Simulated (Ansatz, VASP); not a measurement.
## Two plane-wave programs on CdS

File INCAR:

```
SYSTEM = CdS
ALGO = Normal
EDIFF = 1E-6
ENCUT = 520
GGA = PE
ISIF = 2
ISMEAR = -1
LASPH = .TRUE.
LCHARG = .TRUE.
LELF = .TRUE.
LREAL = .FALSE.
LVHAR = .TRUE.
LWAVE = .FALSE.
NBANDS = 16
NELM = 60
PREC = Accurate
SIGMA = 0.02
```

Contents of KPOINTS:

```
k-points
0
G
  8 8 8
  0 0 0
```

POSCAR

```
CdS
1.0
    0.0000000000      2.6959639682      2.7522363754
    2.6959639682      0.0000000000      2.7522363754
    2.6959639682      2.6959639682      0.0000000000
Cd S
1 1
Direct
    0.0000000000      0.0000000000      0.0000000000
    0.5000000000      0.5000000000      0.5000000000
```

Input for Ansatz:

```yaml
crystal:
  lattice:
    - [0.0, 2.6959639682, 2.7522363754]
    - [2.6959639682, 0.0, 2.7522363754]
    - [2.6959639682, 2.6959639682, 0.0]
  atoms:
    - { symbol: Cd, position: [0.0, 0.0, 0.0] }
    - { symbol: S, position: [0.5, 0.5, 0.5] }
kpoints:
  mp_grid: { grid: [8, 8, 8] }
  band_path:
    path:
      - [0.0, 0.0, 0.0]
      - [0.5, 0.0, 0.5]
      - [0.625, 0.25, 0.625]
      - [0.375, 0.375, 0.75]
      - [0.5, 0.5, 0.5]
      - [0.5, 0.25, 0.75]
      - [0.0, 0.0, 0.5]
      - [0.0, 0.5, 0.5]
    npoints: 1
hamiltonian:
  xc: pbe
scf:
  occupations: { method: fermi_dirac, width: 0.02 }
  n_extra_bands: 4
output:
  forces: true
  stress: true
  eigenvalues: true
```

Change from the starting cell: epitaxial_xy strain -1.1%.

Alike in both runs: task single point; functional PBE; k mesh 8 × 8 × 8; occupations fermi-dirac, width 0.02 eV; no spin polarisation.

|  | VASP | Ansatz |
| --- | --- | --- |
| version | VASP 6.6.1 | Ansatz 0.2.0 |
| potentials or method | VASP PAW PBE potentials, release 64 (Cd, S) | plane waves, PAW |
| plane-wave cutoff (eV) | 520 | 420 |
| valence electrons in the cell | 18 | 26 |

VASP gave:

```
pressure (GPa)                                                : 3.3
traceless stress, the component that is largest in VASP (GPa) : -1.25
```

Problem. Estimate Ansatz's values.

Solution. Pressure (GPa): 2.9; traceless stress, the component that is largest in VASP (GPa): -1.20.

VASP's potentials hold 18 valence electrons a cell and Ansatz's 26, so a difference there can come from the potentials and not from the codes.
